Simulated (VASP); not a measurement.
# PbSe (Fm-3m) in VASP: a series of runs

The runs below take PbSe through single point, with PBEsol.

Program: VASP 6.6.1. These are calculated values, not measurements. Logs are shortened: lines on timing, memory, paths and dates and some standing lists are left out, and cuts for length are marked.

### Step 1. The cell of the first run

Symmetry: Fm-3m, No. 225, cubic system. Conventional cell: a = 5.985 Å, b = 5.985 Å, c = 5.985 Å, α = 90.00°, β = 90.00°, γ = 90.00°. Se (site symmetry m-3m) has 6 Pb at 2.99 Å within 3.9 Å. Within 3.9 Å of Pb (site symmetry m-3m) lie 6 Se at 2.99 Å.

### Step 2. Single point, PBEsol (Te replaced by Se, lengths x 0.962, strained)

INCAR

```
ALGO     = Normal         # electronic algorithm
EDIFF    = 1E-7           # SCF threshold, eV
ENCUT    = 520            # plane-wave cutoff, eV
GGA      = PS             # functional
ISIF     = 2              # what is computed and relaxed
ISMEAR   = 0              # smearing method
LASPH    = T              # aspherical terms in the spheres
LCHARG   = F              # write CHGCAR
LREAL    = F              # projectors in reciprocal space
LWAVE    = F              # write WAVECAR
NBANDS   = 17             # bands
NELM     = 100            # most SCF steps
PREC     = Accurate       # precision mode
SIGMA    = 0.1            # smearing width, eV
```

KPOINTS

```
k-points
0
Gamma
  6 6 6
```

POSCAR

```
PbSe
1.0
    0.0000000000      2.9924978642      2.9924978642
    2.9924978642      0.0000000000      2.9924978642
    2.9924978642      2.9924978642      0.0000000000
Se Pb
1 1
Direct
    0.5000000000      0.5000000000      0.5000000000
    0.0000000000      0.0000000000      0.0000000000
```

Potentials or basis: VASP PAW PBE potentials, release 64 (Se, Pb_d).

On the command line:

```
> cat potpaw_PBE.64/Se/POTCAR potpaw_PBE.64/Pb_d/POTCAR > POTCAR
> mpirun -np 1 vasp_std > vasp.out
```

OUTCAR:

```text
EDIFF = 1E-7
   ENCUT = 520
   GGA = PS
   ISIF = 2
   ISMEAR = 0
   LASPH = T
   LREAL = F
   NELM = 100
   PREC = Accurate

 ion  position               nearest neighbor table
   1  0.500  0.500  0.500-   2 2.99   2 2.99   2 2.99   2 2.99   2 2.99   2 2.99
   2  0.000  0.000  0.000-   1 2.99   1 2.99   1 2.99   1 2.99   1 2.99   1 2.99

  LATTYP: Found a face centered cubic cell.
 ALAT       =     5.9849957284

  Lattice vectors:

 A1 = (   0.0000000000,   2.9924978642,   2.9924978642)
 A2 = (   2.9924978642,   0.0000000000,   2.9924978642)
 A3 = (   2.9924978642,   2.9924978642,   0.0000000000)

Analysis of symmetry for initial positions (statically):
=====================================================================
 Subroutine PRICEL returns:
 Original cell was already a primitive cell.

 Routine SETGRP: Setting up the symmetry group for a
 face centered cubic supercell.

 Subroutine GETGRP returns: Found 48 space group operations
 (whereof 48 operations were pure point group operations)
 out of a pool of 48 trial point group operations.

The static configuration has the point symmetry O_h .

Analysis of symmetry for dynamics (positions and initial velocities):
=====================================================================
 Subroutine PRICEL returns:
 Original cell was already a primitive cell.

 Routine SETGRP: Setting up the symmetry group for a
 face centered cubic supercell.

 Subroutine GETGRP returns: Found 48 space group operations
 (whereof 48 operations were pure point group operations)
 out of a pool of 48 trial point group operations.

The dynamic configuration has the point symmetry O_h .

 Subroutine INISYM returns: Found 48 space group operations
 (whereof 48 operations are pure point group operations),
 and found     1 'primitive' translations

----------------------------------------------------------------------------------------

                                     Primitive cell

  volume of cell :      53.5959

  direct lattice vectors                    reciprocal lattice vectors
     0.000000000  2.992497864  2.992497864    -0.167084497  0.167084497  0.167084497
     2.992497864  0.000000000  2.992497864     0.167084497 -0.167084497  0.167084497
     2.992497864  2.992497864  0.000000000     0.167084497  0.167084497 -0.167084497

  length of vectors
     4.232031065  4.232031065  4.232031065     0.289398838  0.289398838  0.289398838

  position of ions in fractional coordinates (direct lattice)
     0.500000000  0.500000000  0.500000000
     0.000000000  0.000000000  0.000000000

  ion indices of the primitive-cell ions
   primitive index   ion index
                 1           1
                 2           2

----------------------------------------------------------------------------------------

 KPOINTS: k-points

Automatic generation of k-mesh.
 Grid dimensions read from file:
 generate k-points for:    6    6    6

 Generating k-lattice:

  Cartesian coordinates                     Fractional coordinates (reciprocal lattice)
    -0.027847416  0.027847416  0.027847416     0.166666667  0.000000000  0.000000000
     0.027847416 -0.027847416  0.027847416     0.000000000  0.166666667  0.000000000
     0.027847416  0.027847416 -0.027847416     0.000000000  0.000000000  0.166666667

  Length of vectors
     0.048233140  0.048233140  0.048233140

  Shift w.r.t. Gamma in fractional coordinates (k-lattice)
     0.000000000  0.000000000  0.000000000

 Subroutine IBZKPT returns following result:
 ===========================================

 Found     16 irreducible k-points:

 Following reciprocal coordinates:
            Coordinates               Weight
  0.000000  0.000000  0.000000      1.000000
  0.166667  0.000000  0.000000      8.000000
  0.333333  0.000000  0.000000      8.000000
  0.500000  0.000000  0.000000      4.000000
  0.166667  0.166667  0.000000      6.000000
  0.333333  0.166667  0.000000     24.000000
[... 8 lines left out ...]
 -0.333333  0.333333  0.166667     24.000000
 -0.333333  0.500000  0.166667     12.000000
   k-points           NKPTS =     16   k-points in BZ     NKDIM =     16   number of bands    NBANDS=     17
   number of dos      NEDOS =    301   number of ions     NIONS =      2
   total plane-waves  NPLWV =  32768
   dimension x,y,z NGX =    32 NGY =   32 NGZ =   32
   dimension x,y,z NGXF=    64 NGYF=   64 NGZF=   64
   ions per type =               1   1
   NGX,Y,Z   is equivalent  to a cutoff of  12.57, 12.57, 12.57 a.u.
   NGXF,Y,Z  is equivalent  to a cutoff of  25.14, 25.14, 25.14 a.u.
 SYSTEM =  unknown system
   PREC   = accura    normal or accurate (medium, high low for compatibility)
   ISTART =      0    job   : 0-new  1-cont  2-samecut
   ICHARG =      2    charge: 1-file 2-atom 10-const
   ISPIN  =      1    spin polarized calculation?
   LNONCOLLINEAR =      F non collinear calculations
   LSORBIT =      F    spin-orbit coupling
   LASPH  =      T    aspherical Exc in radial PAW
   ENCUT  =  520.0 eV  38.22 Ry    6.18 a.u.   7.87  7.87  7.87*2*pi/ulx,y,z
   NELM   =    100;   NELMIN=  2; NELMDL= -5     # of ELM steps
   EDIFF  = 0.1E-06   stopping-criterion for ELM
   LREAL  =      F    real-space projection
   EDIFFG = 0.1E-05   stopping-criterion for IOM
   NSW    =      0    number of steps for IOM
   IBRION =     -1    ionic relax: 0-MD 1-quasi-New 2-CG
   NFREE  =      0    steps in history (QN), initial steepest desc. (CG)
   ISIF   =      2    stress and relaxation
   ISYM   =      2    0-nonsym 1-usesym 2-fastsym
   POTIM  = 0.5000    time-step for ionic-motion
   TEBEG  =    0.0;   TEEND  =   0.0 temperature during run
   PSTRESS=    0.0 pullay stress
   NELECT =      20.0000    total number of electrons
   NUPDOWN=      -1.0000    fix difference up-down
   EMIN   =  10.00;   EMAX   =-10.00  energy-range for DOS
   EFERMI =   0.00;   METHOD = LEGACY
   ISMEAR =     0;   SIGMA  =   0.10  broadening in eV -4-tet -1-fermi 0-gaus
   EFERMI_NEDOS =   21; number of points for ismear=-14 and -15
   IALGO  =     38    algorithm
   IMIX   =      4    mixing-type and parameters
     AMIX     =   0.40;   BMIX     =  1.00
     AMIX_MAG =   1.60;   BMIX_MAG =  1.00
  volume/ion in A,a.u.               =      26.80       180.84
  Fermi-wavevector in a.u.,A,eV,Ry     =   1.178621  2.227271 18.900511  1.389148
  Thomas-Fermi vector in A             =   2.314947
   LORBIT       =      0    0 simple, 1 ext, 2 COOP (PROOUT), +10 PAW based schemes
   GGA     = PS    functional components
   LHFCALC =     F    Hartree Fock is set to
   AEXX    =    0.0000 exact exchange contribution
   IVDW    =     0    specifies the selected vdW correction
   LEPSILON=     F    determine dielectric tensor
   LRPA    =     F    only Hartree local field effects (RPA)
 non-spin polarized calculation
 Gauss-broadening in eV      SIGMA  =   0.10
  energy-cutoff  :      520.00
  volume of cell :       53.60
 maximum number of plane-waves:      1459
   NGX = 15   NGY = 15   NGZ = 15

 number of electron      20.0000001 magnetization

 Free energy of the ion-electron system (eV)
  ---------------------------------------------------
  ext. energy  EPLUGINS =         0.00000000
  ---------------------------------------------------
  free energy    TOTEN  =        -8.89002458 eV

  energy without entropy =       -8.88801873  energy(sigma->0) =       -8.88902166

 E-fermi :   5.8161     XC(G=0): -10.0379

 val. band max:        5.7958748538   @ k =   0.5000   0.0000   0.0000
 cond. band min:       5.8363244661   @ k =   0.5000   0.0000   0.0000
 fundamental gap:      0.0404496123
 Fermi energy:         5.8160996597

 k-point     1 :       0.0000    0.0000    0.0000
  band No.  band energies     occupation
      1     -11.1085      2.00000
      2     -11.1085      2.00000
      3     -11.1056      2.00000
      4     -11.1056      2.00000
      5     -11.1056      2.00000
      6      -8.4466      2.00000
[... 9 lines left out ...]
     16      12.0683      0.00000
     17      13.5494      0.00000

 k-point     2 :       0.1667    0.0000    0.0000
  band No.  band energies     occupation
      1     -11.1166      2.00000
      2     -11.1166      2.00000
      3     -11.1046      2.00000
      4     -11.0950      2.00000
      5     -11.0950      2.00000
      6      -8.2118      2.00000
[... 9 lines left out ...]
     16      12.6872      0.00000
     17      15.5961      0.00000

 k-point     3 :       0.3333    0.0000    0.0000
  band No.  band energies     occupation
      1     -11.1338      2.00000
      2     -11.1338      2.00000
      3     -11.1038      2.00000
      4     -11.0730      2.00000
      5     -11.0730      2.00000
      6      -7.6174      2.00000
[... 9 lines left out ...]
     16      14.2001      0.00000
     17      17.8486      0.00000

 k-point     4 :       0.5000    0.0000    0.0000
  band No.  band energies     occupation
      1     -11.1423      2.00000
      2     -11.1423      2.00000
      3     -11.1037      2.00000
      4     -11.0619      2.00000
      5     -11.0619      2.00000
      6      -7.2023      2.00000
[... 9 lines left out ...]
     16      15.8469      0.00000
     17      16.0258      0.00000
[... 183 lines left out ...]
      1     -11.2061      2.00000
      2     -11.1129      2.00000
      3     -11.1068      2.00000
      4     -11.0695      2.00000
      5     -11.0620      2.00000
      6      -7.1248      2.00000
[... 9 lines left out ...]
     16      16.0089      0.00000
     17      16.4570      0.00000

 k-point    15 :      -0.3333    0.3333    0.1667
  band No.  band energies     occupation
      1     -11.2197      2.00000
      2     -11.1181      2.00000
      3     -11.0899      2.00000
      4     -11.0847      2.00000
      5     -11.0532      2.00000
      6      -6.8186      2.00000
[... 9 lines left out ...]
     16      17.1531      0.00000
     17      17.2489      0.00000

 k-point    16 :      -0.3333    0.5000    0.1667
  band No.  band energies     occupation
      1     -11.2611      2.00000
      2     -11.1106      2.00000
      3     -11.1018      2.00000
      4     -11.0681      2.00000
      5     -11.0456      2.00000
      6      -6.6870      2.00000
[... 9 lines left out ...]
     16      17.6914      0.00000
     17      18.4598      0.00000

------------------------ aborting loop because EDIFF is reached ----------------------------------------

  FORCE on cell =-STRESS in cart. coord.  units (eV):
  Direction    XX          YY          ZZ          XY          YZ          ZX
  --------------------------------------------------------------------------------------
  -------------------------------------------------------------------------------------
  Total        1.0870947      1.0870947      1.0870947      0.0000000      0.0000000     -0.0000000
  in kB       32.4972352     32.4972352     32.4972352      0.0000000      0.0000000     -0.0000000
  external PRESSURE =      32.4972352 kB  Pullay stress =       0.0000000 kB

 VOLUME and BASIS-vectors are now :
 -----------------------------------------------------------------------------
  energy-cutoff  :      520.00
  volume of cell :       53.60
      direct lattice vectors                 reciprocal lattice vectors
     0.000000000  2.992497864  2.992497864    -0.167084497  0.167084497  0.167084497
     2.992497864  0.000000000  2.992497864     0.167084497 -0.167084497  0.167084497
     2.992497864  2.992497864  0.000000000     0.167084497  0.167084497 -0.167084497

 POSITION                                       TOTAL-FORCE (eV/Angst)
 -----------------------------------------------------------------------------------
      2.99250      2.99250      2.99250         0.000000     -0.000000      0.000000
      0.00000      0.00000      0.00000        -0.000000      0.000000     -0.000000
 -----------------------------------------------------------------------------------
    total drift:                                0.000000     -0.000000     -0.000000

  FREE ENERGIE OF THE ION-ELECTRON SYSTEM (eV)
  ---------------------------------------------------
  free  energy   TOTEN  =        -8.8900245770 eV

  energy  without entropy=       -8.8880187347  energy(sigma->0) =       -8.88902166
```

Wall time 6.3 s (1 thread of Intel Xeon 6975P-C (Granite Rapids), shared host); peak memory 0.17 GiB.

What came out:

```yaml
Free_energy: -8.8900 eV
Pressure: 3.2 GPa
Band_gap_on_the_k_mesh: 0.04 eV, direct
```

Levels at points of the mesh, in eV from the valence-band top:
```tsv
k point	band 7	band 8	band 9	band 10	band 11	band 12	band 13	band 14
(0.00, 0.00, 0.00)	-6.25	-2.22	-2.22	-2.22	4.80	4.80	4.80	6.27
(0.50, 0.00, 0.00)	-9.27	-1.75	-1.75	0.00	0.04	1.47	1.47	8.47
(0.50, 0.50, 0.00)	-7.56	-5.64	-3.72	-3.72	3.26	5.82	5.82	6.27
```

Caveat: the cell differs from its parent crystal (Te replaced by Se, lengths x 0.962, strained); the PAW data sets were made with another functional, which shifts forces and pressure a little; spin-orbit coupling is left out, which moves the levels of the heavy elements. A k mesh can miss the band edges.

### Step 3. Single point, PBEsol (Te replaced by Se, lengths x 0.962, strained)

INCAR

```
SYSTEM = PbSe
PREC = Accurate
ENCUT = 520
EDIFF = 1E-7
ISMEAR = 0
SIGMA = 0.1
LREAL = .FALSE.
LASPH = .TRUE.
NELM = 60
ALGO = Normal
ISIF = 2
LWAVE = .FALSE.
LCHARG = .TRUE.
GGA = PS
LELF = .TRUE.
LVHAR = .TRUE.
NBANDS = 17
```

KPOINTS

```
regular mesh
0
G
  12 12 12
  0 0 0
```

POSCAR is that of step 2.

Potentials or basis: VASP PAW PBE potentials, release 64 (Se, Pb_d).

On the command line:

```
> cat potpaw_PBE.64/Se/POTCAR potpaw_PBE.64/Pb_d/POTCAR > POTCAR
> mpirun -np 1 vasp_std > vasp.out
```

OUTCAR:

```text
SYSTEM = PbSe
   PREC = Accurate
   ENCUT = 520
   EDIFF = 1E-7
   ISMEAR = 0
   LREAL = .FALSE.
   LASPH = .TRUE.
   NELM = 60
   ISIF = 2
   GGA = PS

 ion  position               nearest neighbor table
   1  0.500  0.500  0.500-   2 2.99   2 2.99   2 2.99   2 2.99   2 2.99   2 2.99
   2  0.000  0.000  0.000-   1 2.99   1 2.99   1 2.99   1 2.99   1 2.99   1 2.99

  LATTYP: Found a face centered cubic cell.
 ALAT       =     5.9849957284

  Lattice vectors:

 A1 = (   0.0000000000,   2.9924978642,   2.9924978642)
 A2 = (   2.9924978642,   0.0000000000,   2.9924978642)
[... 666 lines left out ...]

  FORCE on cell =-STRESS in cart. coord.  units (eV):
  Direction    XX          YY          ZZ          XY          YZ          ZX
  --------------------------------------------------------------------------------------
  -------------------------------------------------------------------------------------
  Total        1.1922638      1.1922638      1.1922638      0.0000000      0.0000000      0.0000000
  in kB       35.6411237     35.6411237     35.6411237      0.0000000      0.0000000      0.0000000
  external PRESSURE =      35.6411237 kB  Pullay stress =       0.0000000 kB

 VOLUME and BASIS-vectors are now :
 -----------------------------------------------------------------------------
  energy-cutoff  :      520.00
  volume of cell :       53.60
      direct lattice vectors                 reciprocal lattice vectors
     0.000000000  2.992497864  2.992497864    -0.167084497  0.167084497  0.167084497
     2.992497864  0.000000000  2.992497864     0.167084497 -0.167084497  0.167084497
     2.992497864  2.992497864  0.000000000     0.167084497  0.167084497 -0.167084497

 POSITION                                       TOTAL-FORCE (eV/Angst)
 -----------------------------------------------------------------------------------
      2.99250      2.99250      2.99250        -0.000000     -0.000000     -0.000000
      0.00000      0.00000      0.00000         0.000000      0.000000      0.000000
 -----------------------------------------------------------------------------------
    total drift:                                0.000000     -0.000000     -0.000000

  FREE ENERGIE OF THE ION-ELECTRON SYSTEM (eV)
  ---------------------------------------------------
  free  energy   TOTEN  =        -8.8813195328 eV

  energy  without entropy=       -8.8810718754  energy(sigma->0) =       -8.88119570
```

stdout:

```text
POSCAR found type information on POSCAR SePb
 POSCAR found :  2 types and       2 ions
 scaLAPACK will be used
 -----------------------------------------------------------------------------
|                                                                             |
|                                                                             |
|     You enforced a specific xc type in the INCAR file but a different       |
|     I HOPE YOU KNOW WHAT YOU ARE DOING!                                     |
|                                                                             |
 -----------------------------------------------------------------------------

 LDA part: xc-table for (Slater+PW92), standard interpolation
 POSCAR, INCAR and KPOINTS ok, starting setup
 FFT: planning ... GRIDC
 FFT: planning ... GRID_SOFT
 FFT: planning ... GRID
 WAVECAR not read
 entering main loop
```

Run time: 20 s. Hardware: 1 thread of Intel Xeon 6975P-C (Granite Rapids), shared host; peak memory 0.21 GiB.

Results:

- Free energy: -8.8813 eV
- Pressure: 3.6 GPa
- Band gap on the k mesh: 0.05 eV, direct

Caveat: the cell differs from its parent crystal (Te replaced by Se, lengths x 0.962, strained); the PAW data sets were made with another functional, which shifts forces and pressure a little; spin-orbit coupling is left out, which moves the levels of the heavy elements. A k mesh can miss the band edges.
